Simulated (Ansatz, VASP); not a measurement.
One calculation of ZnS, two programs

```
CELL_PARAMETERS angstrom
0.00000 2.72182 2.72182
2.72182 0.00000 2.72182
2.72182 2.72182 0.00000
ATOMIC_POSITIONS crystal
Zn 0.00000 0.00000 0.00000
S 0.25000 0.25000 0.25000
```

Alike in both runs: task single point; functional PBE; k mesh 8 × 8 × 8; occupations gaussian, width 0.02 eV; no spin polarisation.

```csv
,VASP,Ansatz
version,VASP 6.6.1,Ansatz 0.2.0
potentials or method,"VASP PAW PBE potentials, release 64 (Zn, S), cutoff 500 eV","scalar-relativistic, plane waves, PAW"
valence electrons in the cell,18,18
```

|  | VASP | Ansatz | Ansatz less VASP |
| --- | --- | --- | --- |
| gap on the k mesh at the Fermi level (eV) | 2.02 | 2.01 | -0.007 |
| least direct gap on the mesh (eV) | 2.02 | 2.01 | -0.007 |
| pressure (GPa) | 0.1 | 0.0 | -0.13 |
